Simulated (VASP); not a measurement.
# WSe (P6_3/mmc) in VASP: settings compared

Aim: see how the results for WSe move with the level of theory and the settings. Levels: PBE, r2SCAN. Tasks: single point.

Everything below comes from runs of VASP 6.6.1. Logs are shortened: lines on timing, memory, paths and dates and some standing lists are left out, and cuts for length are marked.

### Step 1. The cell of the first run

It takes space group P6_3/mmc (No. 194, hexagonal). The conventional cell has a = 3.590 Å, b = 3.590 Å, c = 5.565 Å, α = 90.00°, β = 90.00°, γ = 120.00°. W (site symmetry -3m) has 6 Se at 2.50 Å and 2 W at 2.78 Å within 3.3 Å. Within 3.3 Å of Se (site symmetry -6m2) lie 6 W at 2.50 Å.

### Step 2. Single point, PBE, collinear spin

The input, INCAR:

```
  ALGO = Normal
  EDIFF = 1E-6
  ENCUT = 500
  GGA = PE
  GGA_COMPAT = F
  ISIF = 2
  ISMEAR = 0
  ISPIN = 2
  LASPH = T
  LCHARG = F
  LMAXMIX = 4
  LORBIT = 11
  LREAL = F
  LWAVE = F
  MAGMOM = 1 1 0 0
  NBANDS = 32
  NELM = 200
  PREC = Accurate
  SIGMA = 0.1
```

The input, KPOINTS:

```
k-points
0
Gamma
  6 6 4
```

The input, POSCAR:

```
WSe
1.0
    3.5900991075      0.0000000000      0.0000000000
   -1.7950495537      3.1091170292      0.0000000000
    0.0000000000      0.0000000000      5.5646536166
W Se
2 2
Direct
    0.0000000000      0.0000000000      0.0000000000
    0.0000000000      0.0000000000      0.5000000000
    0.3333333333      0.6666666667      0.2500000000
    0.6666666667      0.3333333333      0.7500000000
```

Potentials or basis: VASP PAW PBE potentials, release 64 (W_sv, Se).

Started as:

```bash
cat potpaw_PBE.64/W_sv/POTCAR potpaw_PBE.64/Se/POTCAR > POTCAR
mpirun -np 1 vasp_std > vasp.out
```

OUTCAR:

```text
EDIFF = 1E-6
   ENCUT = 500
   GGA = PE
   ISIF = 2
   ISMEAR = 0
   ISPIN = 2
   LASPH = T
   LORBIT = 11
   LREAL = F
   NELM = 200
   PREC = Accurate

 ion  position               nearest neighbor table
   1  0.000  0.000  0.000-   3 2.50   4 2.50   3 2.50   4 2.50   4 2.50   3 2.50   2 2.78   2 2.78

   2  0.000  0.000  0.500-   3 2.50   4 2.50   3 2.50   4 2.50   4 2.50   3 2.50   1 2.78   1 2.78

   3  0.333  0.667  0.250-   1 2.50   2 2.50   1 2.50   2 2.50   1 2.50   2 2.50
   4  0.667  0.333  0.750-   1 2.50   2 2.50   1 2.50   2 2.50   1 2.50   2 2.50

  LATTYP: Found a hexagonal cell.
 ALAT       =     3.5900991075
 C/A-ratio  =     1.5500000000

  Lattice vectors:

 A1 = (   3.5900991075,   0.0000000000,   0.0000000000)
 A2 = (  -1.7950495537,   3.1091170292,   0.0000000000)
 A3 = (   0.0000000000,   0.0000000000,   5.5646536166)

Analysis of symmetry for initial positions (statically):
=====================================================================
 Subroutine PRICEL returns:
 Original cell was already a primitive cell.

 Routine SETGRP: Setting up the symmetry group for a
 hexagonal supercell.

 Subroutine GETGRP returns: Found 24 space group operations
 (whereof 12 operations were pure point group operations)
 out of a pool of 24 trial point group operations.

The static configuration has the point symmetry D_3d.
 The point group associated with its full space group is D_6h.

Analysis of symmetry for dynamics (positions and initial velocities):
=====================================================================
 Subroutine PRICEL returns:
 Original cell was already a primitive cell.

 Routine SETGRP: Setting up the symmetry group for a
 hexagonal supercell.

 Subroutine GETGRP returns: Found 24 space group operations
 (whereof 12 operations were pure point group operations)
 out of a pool of 24 trial point group operations.

The dynamic configuration has the point symmetry D_3d.
 The point group associated with its full space group is D_6h.

Analysis of structural, dynamic, and magnetic symmetry:
=====================================================================
 Subroutine PRICEL returns:
 Original cell was already a primitive cell.

 Routine SETGRP: Setting up the symmetry group for a
 hexagonal supercell.

 Subroutine GETGRP returns: Found 24 space group operations
 (whereof 12 operations were pure point group operations)
 out of a pool of 24 trial point group operations.

The overall configuration has the point symmetry D_3d.
 The point group associated with its full space group is D_6h.

 Subroutine INISYM returns: Found 24 space group operations
 (whereof 12 operations are pure point group operations),
 and found     1 'primitive' translations

----------------------------------------------------------------------------------------

                                     Primitive cell

  volume of cell :      62.1129

  direct lattice vectors                    reciprocal lattice vectors
     3.590099107  0.000000000  0.000000000     0.278543842  0.160817362  0.000000000
    -1.795049554  3.109117029  0.000000000     0.000000000  0.321634725  0.000000000
     0.000000000  0.000000000  5.564653617     0.000000000  0.000000000  0.179705705

  length of vectors
     3.590099107  3.590099107  5.564653617     0.321634725  0.321634725  0.179705705

  position of ions in fractional coordinates (direct lattice)
     0.000000000  0.000000000  0.000000000
     0.000000000  0.000000000  0.500000000
     0.333333333  0.666666667  0.250000000
     0.666666667  0.333333333  0.750000000

  ion indices of the primitive-cell ions
   primitive index   ion index
                 1           1
                 2           2
                 3           3
                 4           4

----------------------------------------------------------------------------------------

 KPOINTS: k-points

Automatic generation of k-mesh.
 Grid dimensions read from file:
 generate k-points for:    6    6    4

 Generating k-lattice:

  Cartesian coordinates                     Fractional coordinates (reciprocal lattice)
     0.046423974  0.026802894  0.000000000     0.166666667 -0.000000000  0.000000000
     0.000000000  0.053605787  0.000000000     0.000000000  0.166666667  0.000000000
     0.000000000  0.000000000  0.044926426     0.000000000  0.000000000  0.250000000

  Length of vectors
     0.053605787  0.053605787  0.044926426

  Shift w.r.t. Gamma in fractional coordinates (k-lattice)
     0.000000000  0.000000000  0.000000000

 Subroutine IBZKPT returns following result:
 ===========================================

 Found     21 irreducible k-points:

 Following reciprocal coordinates:
            Coordinates               Weight
  0.000000  0.000000  0.000000      1.000000
  0.166667  0.000000  0.000000      6.000000
  0.333333  0.000000  0.000000      6.000000
  0.500000  0.000000  0.000000      3.000000
  0.166667  0.166667  0.000000      6.000000
  0.333333  0.166667  0.000000     12.000000
[... 13 lines left out ...]
  0.333333  0.166667  0.500000     12.000000
  0.333333  0.333333  0.500000      2.000000
   k-points           NKPTS =     21   k-points in BZ     NKDIM =     21   number of bands    NBANDS=     32
   number of dos      NEDOS =    301   number of ions     NIONS =      4
   total plane-waves  NPLWV =  32928
   dimension x,y,z NGX =    28 NGY =   28 NGZ =   42
   dimension x,y,z NGXF=    56 NGYF=   56 NGZF=   84
   ions per type =               2   2
   NGX,Y,Z   is equivalent  to a cutoff of  12.97, 12.97, 12.55 a.u.
   NGXF,Y,Z  is equivalent  to a cutoff of  25.93, 25.93, 25.10 a.u.
 SYSTEM =  unknown system
   PREC   = accura    normal or accurate (medium, high low for compatibility)
   ISTART =      0    job   : 0-new  1-cont  2-samecut
   ICHARG =      2    charge: 1-file 2-atom 10-const
   ISPIN  =      2    spin polarized calculation?
   LNONCOLLINEAR =      F non collinear calculations
   LSORBIT =      F    spin-orbit coupling
   LASPH  =      T    aspherical Exc in radial PAW
   ENCUT  =  500.0 eV  36.75 Ry    6.06 a.u.   6.55  6.55 10.15*2*pi/ulx,y,z
   NELM   =    200;   NELMIN=  2; NELMDL= -5     # of ELM steps
   EDIFF  = 0.1E-05   stopping-criterion for ELM
   LREAL  =      F    real-space projection
   EDIFFG = 0.1E-04   stopping-criterion for IOM
   NSW    =      0    number of steps for IOM
   IBRION =     -1    ionic relax: 0-MD 1-quasi-New 2-CG
   NFREE  =      0    steps in history (QN), initial steepest desc. (CG)
   ISIF   =      2    stress and relaxation
   ISYM   =      2    0-nonsym 1-usesym 2-fastsym
   POTIM  = 0.5000    time-step for ionic-motion
   TEBEG  =    0.0;   TEEND  =   0.0 temperature during run
   PSTRESS=    0.0 pullay stress
   NELECT =      40.0000    total number of electrons
   NUPDOWN=      -1.0000    fix difference up-down
   EMIN   =  10.00;   EMAX   =-10.00  energy-range for DOS
   EFERMI =   0.00;   METHOD = LEGACY
   ISMEAR =     0;   SIGMA  =   0.10  broadening in eV -4-tet -1-fermi 0-gaus
   EFERMI_NEDOS =   21; number of points for ismear=-14 and -15
   IALGO  =     38    algorithm
   IMIX   =      4    mixing-type and parameters
     AMIX     =   0.40;   BMIX     =  1.00
     AMIX_MAG =   1.60;   BMIX_MAG =  1.00
  volume/ion in A,a.u.               =      15.53       104.79
  Fermi-wavevector in a.u.,A,eV,Ry     =   1.413734  2.671569 27.193189  1.998643
  Thomas-Fermi vector in A             =   2.535349
   LORBIT       =     11    0 simple, 1 ext, 2 COOP (PROOUT), +10 PAW based schemes
   GGA     = PE    functional components
   LHFCALC =     F    Hartree Fock is set to
   AEXX    =    0.0000 exact exchange contribution
   IVDW    =     0    specifies the selected vdW correction
   LEPSILON=     F    determine dielectric tensor
   LRPA    =     F    only Hartree local field effects (RPA)
 spin polarized calculation
 Gauss-broadening in eV      SIGMA  =   0.10
  energy-cutoff  :      500.00
  volume of cell :       62.11
 maximum number of plane-waves:      1604
 NGX is ok and might be reduce to    28
   NGX = 13   NGY = 13   NGZ = 21

 number of electron      39.9999998 magnetization       0.0020824

 Free energy of the ion-electron system (eV)
  ---------------------------------------------------
  ext. energy  EPLUGINS =         0.00000000
  ---------------------------------------------------
  free energy    TOTEN  =       -29.24051022 eV

  energy without entropy =      -29.21239106  energy(sigma->0) =      -29.22645064

 E-fermi :  10.9884     XC(G=0): -12.6206

 val. band max:       10.9529270038   @ k =   0.5000   0.0000   0.0000
 cond. band min:      10.9992753398   @ k =   0.3333   0.0000   0.2500
 fundamental gap:      0.0463483360
 Fermi energy:        10.9883637906

 spin component 1

 k-point     1 :       0.0000    0.0000    0.0000
  band No.  band energies     occupation
      1     -63.2145      1.00000
      2     -63.1624      1.00000
      3     -28.0380      1.00000
      4     -27.5698      1.00000
      5     -27.5698      1.00000
      6     -27.4707      1.00000
[... 724 lines left out ...]
     31      20.9358      0.00000
     32      20.9358      0.00000
 Fermi energy:        10.9883637906

 spin component 2

 k-point     1 :       0.0000    0.0000    0.0000
  band No.  band energies     occupation
      1     -63.2140      1.00000
      2     -63.1620      1.00000
      3     -28.0376      1.00000
      4     -27.5692      1.00000
      5     -27.5692      1.00000
      6     -27.4701      1.00000
[... 724 lines left out ...]
     31      20.9361      0.00000
     32      20.9361      0.00000

------------------------ aborting loop because EDIFF is reached ----------------------------------------

  FORCE on cell =-STRESS in cart. coord.  units (eV):
  Direction    XX          YY          ZZ          XY          YZ          ZX
  --------------------------------------------------------------------------------------
  -------------------------------------------------------------------------------------
  Total       11.4918338     11.4918338     15.5111004      0.0000000     -0.0000000      0.0000000
  in kB      296.4273523    296.4273523    400.1027600      0.0000000     -0.0000000      0.0000000
  external PRESSURE =     330.9858215 kB  Pullay stress =       0.0000000 kB

 VOLUME and BASIS-vectors are now :
 -----------------------------------------------------------------------------
  energy-cutoff  :      500.00
  volume of cell :       62.11
      direct lattice vectors                 reciprocal lattice vectors
     3.590099107  0.000000000  0.000000000     0.278543842  0.160817362  0.000000000
    -1.795049554  3.109117029  0.000000000     0.000000000  0.321634725  0.000000000
     0.000000000  0.000000000  5.564653617     0.000000000  0.000000000  0.179705705

 POSITION                                       TOTAL-FORCE (eV/Angst)
 -----------------------------------------------------------------------------------
      0.00000      0.00000      0.00000         0.000000      0.000000     -0.000000
      0.00000      0.00000      2.78233         0.000000      0.000000     -0.000000
     -0.00000      2.07274      1.39116        -0.000000     -0.000000     -0.000000
      1.79505      1.03637      4.17349        -0.000000      0.000000      0.000000
 -----------------------------------------------------------------------------------
    total drift:                               -0.000000      0.000000      0.000000

  FREE ENERGIE OF THE ION-ELECTRON SYSTEM (eV)
  ---------------------------------------------------
  free  energy   TOTEN  =       -29.2405102152 eV

  energy  without entropy=      -29.2123910645  energy(sigma->0) =      -29.22645064

 total charge

# of ion       s       p       d       tot
------------------------------------------
    1        2.310   6.259   3.702  12.271
    2        2.310   6.259   3.702  12.271
    3        1.416   2.491   0.204   4.112
    4        1.416   2.491   0.204   4.112
--------------------------------------------------
tot          7.452  17.501   7.811  32.765

 magnetization (x)

# of ion       s       p       d       tot
------------------------------------------
    1        0.000   0.000   0.001   0.001
    2        0.000   0.000   0.001   0.001
    3        0.000   0.000   0.000   0.000
    4        0.000   0.000   0.000   0.000
--------------------------------------------------
tot          0.000   0.000   0.002   0.002
```

It took 3.2 min on 1 thread of Oxide Virtual Turin-like, shared host; peak memory 0.2 GiB.

Results:

* Free energy: -29.2405 eV
* Pressure: 33.1 GPa
* Band gap on the k mesh: zero (filled and empty bands overlap)
* Net moment: 0.00 μB per cell
* Valence electrons inside the program's atomic spheres: W 12.27; Se 4.11

Stress tensor (GPa, compression positive):
```
29.64  0.00  0.00
 0.00 29.64  0.00
 0.00  0.00 40.01
```

Caveat: the stress differs along the axes, from 30 to 40 GPa; spin-orbit coupling is left out, which moves the levels of the heavy elements.

(Part 1 of 2 ends here.)

The gap in the log of VASP goes by the Fermi energy; the results here count the filled bands.